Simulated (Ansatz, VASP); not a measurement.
One calculation of AlNi, two programs

```
CELL_PARAMETERS angstrom
2.88100 0.00000 0.00000
0.00000 2.88100 0.00000
0.00000 0.00000 2.88100
ATOMIC_POSITIONS crystal
Ni 0.50000 0.50000 0.50000
Al 0.00000 0.00000 0.00000
```

Alike in both runs: task single point; functional PBE; k mesh 9 × 9 × 9; occupations fermi-dirac, width 0.05 eV; collinear spin.

|  | VASP | Ansatz |
| --- | --- | --- |
| version | VASP 6.6.1 | Ansatz 0.2.0 |
| potentials or method | VASP PAW PBE potentials, release 64 (Ni, Al) | Ansatz PAW |
| plane-wave cutoff (eV) | 600 | 420 |
| valence electrons in the cell | 13 | 21 |

|  | VASP | Ansatz | Ansatz less VASP |
| --- | --- | --- | --- |
| gap on the k mesh at the Fermi level (eV) | none | none | - |
| pressure (GPa) | 1.9 | 2.0 | +0.06 |
| net moment per atom (μB) | 0.00 | 0.00 | 0.000 |

A gap of «none» marks a metal or a gap that the smearing closes. VASP's potentials hold 13 valence electrons a cell and Ansatz's 21, so a difference there can come from the potentials and not from the codes.
